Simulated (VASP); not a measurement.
# Br (Im-3m) in VASP: relaxation of cell and atoms with PBE

Aim: the relaxation of cell and atoms of Br with PBE.

All numbers are computed with VASP 6.6.1; they aren't measurements. Logs are shortened: lines on timing, memory, paths and dates and some standing lists are left out, and cuts for length are marked.

## Step 1: The cell of the first run

The structure is cubic, space group Im-3m (No. 229). The conventional cell has a = 3.772 Å, b = 3.772 Å, c = 3.772 Å, α = 90.00°, β = 90.00°, γ = 90.00°. Br (site symmetry m-3m) has 14 Br at 3.27 to 3.77 Å within 4.3 Å.

## Step 2: Relaxation of cell and atoms, PBE

Contents of INCAR:

```
SYSTEM = Br
PREC = Accurate
ENCUT = 600
EDIFF = 1E-6
ISMEAR = -1
SIGMA = 0.02
LREAL = .False.
LASPH = .True.
NELM = 60
ALGO = Normal
ISIF = 3
LWAVE = .False.
LCHARG = .False.
GGA = PE
IBRION = 2
NSW = 60
EDIFFG = -0.03
```

Contents of KPOINTS:

```
Automatic mesh
0
Gamma
  8 8 8
  0 0 0
```

Contents of POSCAR:

```
Br
1.0
   -1.8860368588      1.8860368588      1.8860368588
    1.8860368588     -1.8860368588      1.8860368588
    1.8860368588      1.8860368588     -1.8860368588
Br
1
Direct
    0.0000000000      0.0000000000      0.0000000000
```

Potentials or basis: VASP PAW PBE potentials, release 64 (Br).

The run is started by

```bash
cat potpaw_PBE.64/Br/POTCAR > POTCAR
mpirun -np 1 vasp_std > vasp.out
```

OUTCAR:

```text
SYSTEM = Br
   PREC = Accurate
   ENCUT = 600
   EDIFF = 1E-6
   ISMEAR = -1
   LREAL = .False.
   LASPH = .True.
   NELM = 60
   ISIF = 3
   GGA = PE
   IBRION = 2
   NSW = 60
   EDIFFG = -0.03

 ion  position               nearest neighbor table
   1  0.000  0.000  0.000-

  LATTYP: Found a body centered cubic cell.
 ALAT       =     3.7720737176

  Lattice vectors:

 A1 = (  -1.8860368588,   1.8860368588,   1.8860368588)
 A2 = (   1.8860368588,  -1.8860368588,   1.8860368588)
 A3 = (   1.8860368588,   1.8860368588,  -1.8860368588)

Analysis of symmetry for initial positions (statically):
=====================================================================
 Subroutine PRICEL returns:
 Original cell was already a primitive cell.

 Routine SETGRP: Setting up the symmetry group for a
 body centered cubic supercell.

 Subroutine GETGRP returns: Found 48 space group operations
 (whereof 48 operations were pure point group operations)
 out of a pool of 48 trial point group operations.

The static configuration has the point symmetry O_h .

Analysis of symmetry for dynamics (positions and initial velocities):
=====================================================================
 Subroutine PRICEL returns:
 Original cell was already a primitive cell.

 Routine SETGRP: Setting up the symmetry group for a
 body centered cubic supercell.

 Subroutine GETGRP returns: Found 48 space group operations
 (whereof 48 operations were pure point group operations)
 out of a pool of 48 trial point group operations.

The dynamic configuration has the point symmetry O_h .

 Subroutine INISYM returns: Found 48 space group operations
 (whereof 48 operations are pure point group operations),
 and found     1 'primitive' translations

----------------------------------------------------------------------------------------

                                     Primitive cell

  volume of cell :      26.8356

  direct lattice vectors                    reciprocal lattice vectors
    -1.886036859  1.886036859  1.886036859     0.000000000  0.265106166  0.265106166
     1.886036859 -1.886036859  1.886036859     0.265106166  0.000000000  0.265106166
     1.886036859  1.886036859 -1.886036859     0.265106166  0.265106166  0.000000000

  length of vectors
     3.266711664  3.266711664  3.266711664     0.374916735  0.374916735  0.374916735

  position of ions in fractional coordinates (direct lattice)
     0.000000000  0.000000000  0.000000000

  ion indices of the primitive-cell ions
   primitive index   ion index
                 1           1

----------------------------------------------------------------------------------------

 KPOINTS: Automatic mesh

Automatic generation of k-mesh.
 Grid dimensions read from file:
 generate k-points for:    8    8    8

 Generating k-lattice:

  Cartesian coordinates                     Fractional coordinates (reciprocal lattice)
     0.000000000  0.033138271  0.033138271     0.125000000  0.000000000  0.000000000
     0.033138271  0.000000000  0.033138271     0.000000000  0.125000000  0.000000000
     0.033138271  0.033138271  0.000000000     0.000000000  0.000000000  0.125000000

  Length of vectors
     0.046864592  0.046864592  0.046864592

  Shift w.r.t. Gamma in fractional coordinates (k-lattice)
     0.000000000  0.000000000  0.000000000

 Subroutine IBZKPT returns following result:
 ===========================================

 Found     29 irreducible k-points:

 Following reciprocal coordinates:
            Coordinates               Weight
  0.000000  0.000000  0.000000      1.000000
  0.125000  0.000000  0.000000     12.000000
  0.250000  0.000000  0.000000     12.000000
  0.375000  0.000000  0.000000     12.000000
  0.500000  0.000000  0.000000      6.000000
  0.125000  0.125000  0.000000     24.000000
[... 16 lines left out ...]
 -0.250000  0.250000  0.250000      6.000000
 -0.375000  0.375000  0.250000     24.000000
 [... further k-points ...]
   k-points           NKPTS =     29   k-points in BZ     NKDIM =     29   number of bands    NBANDS=      7
   number of dos      NEDOS =    301   number of ions     NIONS =      1
   total plane-waves  NPLWV =  21952
   dimension x,y,z NGX =    28 NGY =   28 NGZ =   28
   dimension x,y,z NGXF=    56 NGYF=   56 NGZF=   56
   ions per type =               1
   NGX,Y,Z   is equivalent  to a cutoff of  14.25, 14.25, 14.25 a.u.
   NGXF,Y,Z  is equivalent  to a cutoff of  28.50, 28.50, 28.50 a.u.
 SYSTEM =  Br
   PREC   = accura    normal or accurate (medium, high low for compatibility)
   ISTART =      0    job   : 0-new  1-cont  2-samecut
   ICHARG =      2    charge: 1-file 2-atom 10-const
   ISPIN  =      1    spin polarized calculation?
   LNONCOLLINEAR =      F non collinear calculations
   LSORBIT =      F    spin-orbit coupling
   LASPH  =      T    aspherical Exc in radial PAW
   ENCUT  =  600.0 eV  44.10 Ry    6.64 a.u.   6.52  6.52  6.52*2*pi/ulx,y,z
   NELM   =     60;   NELMIN=  2; NELMDL= -5     # of ELM steps
   EDIFF  = 0.1E-05   stopping-criterion for ELM
   LREAL  =      F    real-space projection
   EDIFFG = -.3E-01   stopping-criterion for IOM
   NSW    =     60    number of steps for IOM
   IBRION =      2    ionic relax: 0-MD 1-quasi-New 2-CG
   NFREE  =      1    steps in history (QN), initial steepest desc. (CG)
   ISIF   =      3    stress and relaxation
   ISYM   =      2    0-nonsym 1-usesym 2-fastsym
   POTIM  = 0.5000    time-step for ionic-motion
   TEBEG  =    0.0;   TEEND  =   0.0 temperature during run
   PSTRESS=    0.0 pullay stress
   NELECT =       7.0000    total number of electrons
   NUPDOWN=      -1.0000    fix difference up-down
   EMIN   =  10.00;   EMAX   =-10.00  energy-range for DOS
   EFERMI =   0.00;   METHOD = LEGACY
   ISMEAR =    -1;   SIGMA  =   0.02  broadening in eV -4-tet -1-fermi 0-gaus
   EFERMI_NEDOS =   21; number of points for ismear=-14 and -15
   IALGO  =     38    algorithm
   IMIX   =      4    mixing-type and parameters
     AMIX     =   0.40;   BMIX     =  1.00
     AMIX_MAG =   1.60;   BMIX_MAG =  1.00
  volume/ion in A,a.u.               =      26.84       181.10
  Fermi-wavevector in a.u.,A,eV,Ry     =   1.046014  1.976679 14.886739  1.094144
  Thomas-Fermi vector in A             =   2.180834
   LORBIT       =      0    0 simple, 1 ext, 2 COOP (PROOUT), +10 PAW based schemes
   GGA     = PE    functional components
   LHFCALC =     F    Hartree Fock is set to
   AEXX    =    0.0000 exact exchange contribution
   IVDW    =     0    specifies the selected vdW correction
   LEPSILON=     F    determine dielectric tensor
   LRPA    =     F    only Hartree local field effects (RPA)
 conjugate gradient relaxation of ions
 non-spin polarized calculation
  energy-cutoff  :      600.00
  volume of cell :       26.84
 maximum number of plane-waves:       935
 NGX is ok and might be reduce to    28
   NGX = 13   NGY = 13   NGZ = 13

 number of electron       6.9999999 magnetization

 Free energy of the ion-electron system (eV)
  ---------------------------------------------------
  ext. energy  EPLUGINS =         0.00000000
  ---------------------------------------------------
  free energy    TOTEN  =        -1.00226187 eV

  energy without entropy =       -0.99885929  energy(sigma->0) =       -1.00056058

 E-fermi :   1.4336     XC(G=0):  -9.2206

 val. band max:        1.4152866879   @ k =   0.3750   0.2500   0.0000
 cond. band min:       1.4339615070   @ k =  -0.2500   0.2500   0.1250
 fundamental gap:      0.0186748191
 Fermi energy:         1.4335655023

 k-point     1 :       0.0000    0.0000    0.0000
  band No.  band energies     occupation
      1     -13.8054      2.00000
      2       2.1892      0.00000
      3       2.1892      0.00000
      4       2.1892      0.00000
      5       9.2473      0.00000
      6      14.1497      0.00000
      7      14.1497      0.00000

 k-point     2 :       0.1250    0.0000    0.0000
  band No.  band energies     occupation
      1     -13.6372      2.00000
      2       1.1771      1.99999
      3       1.9259      0.00000
      4       2.1537      0.00000
      5      10.1526      0.00000
      6      13.4099      0.00000
      7      13.6568      0.00000

 k-point     3 :       0.2500    0.0000    0.0000
  band No.  band energies     occupation
      1     -13.1904      2.00000
      2      -0.7162      2.00000
      3       1.3680      1.92734
      4       2.0648      0.00000
      5      10.3758      0.00000
      6      12.2474      0.00000
      7      13.9633      0.00000

 k-point     4 :       0.3750    0.0000    0.0000
  band No.  band energies     occupation
      1     -12.6651      2.00000
      2      -2.3125      2.00000
      3       0.8897      2.00000
      4       1.9720      0.00000
      5       9.4412      0.00000
      6      11.4379      0.00000
      7      15.8669      0.00000

 k-point     5 :       0.5000    0.0000    0.0000
  band No.  band energies     occupation
      1     -12.4150      2.00000
      2      -2.9448      2.00000
      3       0.7092      2.00000
      4       1.9326      0.00000
      5       9.0585      0.00000
      6      11.1572      0.00000
      7      17.4515      0.00000
[... 161 lines left out ...]
 k-point    22 :       0.2500    0.2500    0.2500
  band No.  band energies     occupation
      1     -12.2253      2.00000
      2      -1.0144      2.00000
      3      -1.0144      2.00000
      4      -1.0144      2.00000
      5      13.9774      0.00000
      6      13.9774      0.00000
      7      13.9774      0.00000

 k-point    23 :      -0.2500    0.2500    0.2500
  band No.  band energies     occupation
      1     -12.6563      2.00000
      2      -0.8895      2.00000
      3       0.4381      2.00000
      4       0.4381      2.00000
      5      10.4824      0.00000
      6      12.7731      0.00000
      7      14.7860      0.00000

 k-point    24 :      -0.3750    0.3750    0.2500
  band No.  band energies     occupation
      1     -12.2152      2.00000
      2      -1.7082      2.00000
      3      -0.0875      2.00000
      4       0.2115      2.00000
      5       9.7307      0.00000
      6      11.9296      0.00000
      7      14.6936      0.00000

 [... further k-points ...]

------------------------ aborting loop because EDIFF is reached ----------------------------------------

  FORCE on cell =-STRESS in cart. coord.  units (eV):
  Direction    XX          YY          ZZ          XY          YZ          ZX
  --------------------------------------------------------------------------------------
  -------------------------------------------------------------------------------------
  Total        0.0035410      0.0035410      0.0035410      0.0000000      0.0000000      0.0000000
  in kB        0.2114119      0.2114119      0.2114119      0.0000000      0.0000000      0.0000000
  external PRESSURE =       0.2114119 kB  Pullay stress =       0.0000000 kB

 VOLUME and BASIS-vectors are now :
 -----------------------------------------------------------------------------
  energy-cutoff  :      600.00
  volume of cell :       26.84
      direct lattice vectors                 reciprocal lattice vectors
    -1.886036859  1.886036859  1.886036859     0.000000000  0.265106166  0.265106166
     1.886036859 -1.886036859  1.886036859     0.265106166  0.000000000  0.265106166
     1.886036859  1.886036859 -1.886036859     0.265106166  0.265106166  0.000000000

 POSITION                                       TOTAL-FORCE (eV/Angst)
 -----------------------------------------------------------------------------------
      0.00000      0.00000      0.00000        -0.000000     -0.000000     -0.000000
 -----------------------------------------------------------------------------------
    total drift:                                0.000000      0.000000      0.000000

  FREE ENERGIE OF THE ION-ELECTRON SYSTEM (eV)
  ---------------------------------------------------
  free  energy   TOTEN  =        -1.0022618748 eV

  energy  without entropy=       -0.9988592900  energy(sigma->0) =       -1.00056058

 reached required accuracy - stopping structural energy minimisation
```

Run time: 23 s. Hardware: 1 thread of Intel Xeon 8259CL, shared host; peak memory 0.15 GiB.

What came out:

| Quantity | Value |
| --- | --- |
| Free energy | -1.0023 eV |
| Pressure after relaxing | 0.0 GPa |
| Band gap on the k mesh | zero (an odd number of electrons rules out a gap without spin polarisation) |

Final structure:
```
CELL_PARAMETERS angstrom
-1.88604 1.88604 1.88604
1.88604 -1.88604 1.88604
1.88604 1.88604 -1.88604
ATOMIC_POSITIONS crystal
Br 0.00000 0.00000 0.00000
```

Levels at points of the mesh, in eV from the Fermi level:
| k point | band 1 | band 2 | band 3 | band 4 | band 5 | band 6 | band 7 |
| --- | --- | --- | --- | --- | --- | --- | --- |
| (0.00, 0.00, 0.00) | -15.24 | 0.76 | 0.76 | 0.76 | 7.81 | 12.72 | 12.72 |
| (0.50, 0.00, 0.00) | -13.85 | -4.38 | -0.72 | 0.50 | 7.62 | 9.72 | 16.02 |
| (0.50, 0.50, 0.50) | -12.99 | -2.47 | -2.47 | -2.47 | 6.53 | 6.53 | 19.81 |

Caveat: an odd number of electrons without spin polarisation forces a metal; a magnetic or distorted state may lie lower.
